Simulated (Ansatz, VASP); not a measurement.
## One calculation of Cu, two programs

INCAR

```
PREC = Accurate
ENCUT = 700
EDIFF = 1E-6
ISMEAR = 0
SIGMA = 0.1
LREAL = F
LASPH = T
NELM = 120
ALGO = Normal
ISIF = 2
LWAVE = F
LCHARG = T
GGA = PS
LELF = T
LVHAR = T
NBANDS = 16
GGA_COMPAT = F
```

KPOINTS

```
Automatic mesh
0
Gamma
  14 14 14
```

POSCAR

```
Cu
1.0
   -1.4427933200      1.4427933200      1.3760814500
    1.4427933200     -1.4427933200      1.3760814500
    1.4427933200      1.4427933200     -1.3760814500
Cu
1
Direct
    0.0000000000      0.0000000000      0.0000000000
```

Input for Ansatz:

```yaml
crystal:
  lattice:
    - [-1.44279332, 1.44279332, 1.37608145]
    - [1.44279332, -1.44279332, 1.37608145]
    - [1.44279332, 1.44279332, -1.37608145]
  atoms:
    - { symbol: Cu, position: [0.0, 0.0, 0.0] }
basis:
  ecutwfc: 420
kpoints:
  mp_grid: { grid: [14, 14, 14] }
hamiltonian:
  xc: pbesol
scf:
  occupations: { method: gaussian, width: 0.1 }
output:
  forces: true
  stress: true
  eigenvalues: true
```

Alike in both runs: task single point; functional PBEsol; k mesh 14 × 14 × 14; occupations gaussian, width 0.1 eV; no spin polarisation.

|  | VASP | Ansatz |
| --- | --- | --- |
| version | VASP 6.6.1 | Ansatz 0.2.0 |
| potentials or method | VASP PAW PBE potentials, release 64 (Cu_sv_GW), cutoff 700 eV | scalar-relativistic, plane waves, PAW |
| valence electrons in the cell | 19 | 19 |

|  | VASP | Ansatz | Ansatz less VASP |
| --- | --- | --- | --- |
| gap on the k mesh at the Fermi level (eV) | none | none | - |
| pressure (GPa) | -5.5 | -1.5 | +4.03 |
| traceless stress, the component that is largest in VASP (GPa) | -0.35 | -0.36 | -0.010 |

VASP's potentials were made for PBE, not for PBEsol. A gap of «none» marks a metal or a gap that the smearing closes. One of these differences is far larger than is usual between the two programs; its cause wasn't traced.
